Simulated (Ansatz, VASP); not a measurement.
## Two plane-wave programs on Ag

```
Ag
1.0
     0.00000    2.01245    2.10439
     2.01245    0.00000    2.10439
     2.01245    2.01245    0.00000
Ag
1
Direct
  0.00000 0.00000 0.00000
```

Change from the starting cell: strain -0.015 along x and y, +0.030 along z, atoms carried along.

Alike in both runs: task single point; functional PBE; k mesh 10 × 10 × 10; occupations gaussian, width 0.15 eV; no spin polarisation.

```csv
,VASP,Ansatz
version,VASP 6.6.1,Ansatz 0.2.0
potentials or method,"VASP PAW PBE potentials, release 64 (Ag), cutoff 520 eV","scalar-relativistic, plane waves, PAW"
valence electrons in the cell,11,19
```

```csv
,VASP,Ansatz,Ansatz less VASP
gap on the k mesh at the Fermi level (eV),none,none,-
pressure (GPa),5.0,5.2,+0.13
"traceless stress, the component that is largest in VASP (GPa)",-0.86,-0.88,-0.015
```

A gap of «none» marks a metal or a gap that the smearing closes. VASP's potentials hold 11 valence electrons a cell and Ansatz's 19, so a difference there can come from the potentials and not from the codes.
